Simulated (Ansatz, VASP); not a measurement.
## Ru in VASP and in Ansatz

INCAR

```
SYSTEM = Ru
PREC = Accurate
ENCUT = 500
EDIFF = 1E-6
ISMEAR = -1
SIGMA = 0.05
LREAL = .False.
LASPH = .True.
NELM = 120
ALGO = Normal
ISIF = 2
LWAVE = .False.
LCHARG = .False.
GGA = PS
NBANDS = 21
GGA_COMPAT = .False.
```

KPOINTS

```
Automatic mesh
0
Gamma
  11 11 6
  0 0 0
```

Contents of POSCAR:

```
Ru
1.0
    2.7058000000      0.0000000000      0.0000000000
   -1.3529000000      2.3432915376      0.0000000000
    0.0000000000      0.0000000000      4.4531760000
Ru
2
Direct
    0.6666666667      0.3333333333      0.7500000000
    0.3333333333      0.6666666667      0.2500000000
```

The input input.yaml:

```yaml
crystal:
  lattice:
    - [2.7058, 0.0, 0.0]
    - [-1.3529, 2.3432915376, 0.0]
    - [0.0, 0.0, 4.453176]
  atoms:
    - { symbol: Ru, position: [0.6666666667, 0.3333333333, 0.75] }
    - { symbol: Ru, position: [0.3333333333, 0.6666666667, 0.25] }
kpoints:
  mp_grid: { grid: [11, 11, 6] }
scf:
  occupations: { method: fermi_dirac, width: 0.05 }
hamiltonian:
  xc: pbesol
  pseudopotentials: { kind: all_electron, lapw: { basis_error: 0.001 } }
output:
  forces: true
  stress: true
  eigenvalues: true
```

Change from the starting cell: strain_z = 0.04.

Alike in both runs: task single point; functional PBEsol; k mesh 11 × 11 × 6; occupations fermi-dirac, width 0.05 eV; no spin polarisation.

|  | VASP | Ansatz |
| --- | --- | --- |
| version | VASP 6.6.1 | Ansatz 0.2.0 |
| potentials or method | VASP PAW PBE potentials, release 64 (Ru_pv), cutoff 500 eV | all-electron LAPW, scalar-relativistic |

Ansatz gave:

| Property | Result |
| --- | --- |
| gap on the k mesh at the Fermi level (eV) | none |
| pressure (GPa) | -17.4 |
| traceless stress, the component that is largest in VASP (GPa) | -11.31 |

Task: Estimate VASP's values.

Result: gap on the k mesh at the Fermi level (eV): none; pressure (GPa): -17.5; traceless stress, the component that is largest in VASP (GPa): -11.28.

VASP's potentials were made for PBE, not for PBEsol. A gap of «none» marks a metal or a gap that the smearing closes. Ansatz ran all-electron here, and VASP with PAW potentials.
